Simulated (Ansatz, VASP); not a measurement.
## One calculation of Ru, two programs

```xyz
2
Lattice="2.6760 0.0000 0.0000 -1.3380 2.3175 0.0000 0.0000 0.0000 4.2263" Properties=species:S:1:pos:R:3 pbc="T T T"
Ru    0.0000    1.5450    1.0566
Ru    1.3380    0.7725    3.1697
```

Alike in both runs: functional LDA; k mesh 15 × 15 × 8; occupations fermi-dirac, width 0.15 eV; no spin polarisation.

Ansatz relaxed the structure, and its values are those at the end. VASP's run is a single point on that final structure, the one shown.

|  | VASP | Ansatz |
| --- | --- | --- |
| version | VASP 6.6.1 | Ansatz 0.2.0 |
| potentials or method | VASP PAW LDA potentials, release 64 (Ru_sv), cutoff 600 eV | scalar-relativistic, plane waves, PAW |
| valence electrons in the cell | 32 | 32 |

|  | VASP | Ansatz | Ansatz less VASP |
| --- | --- | --- | --- |
| gap on the k mesh at the Fermi level (eV) | none | none | - |
| pressure (GPa) | 0.6 | 0.0 | -0.60 |

Ansatz warns that its potentials were made for another functional, while VASP's fit it. LDA's correlation is that of Perdew and Zunger in VASP and of Perdew and Wang (1992) in Ansatz. A gap of «none» marks a metal or a gap that the smearing closes.
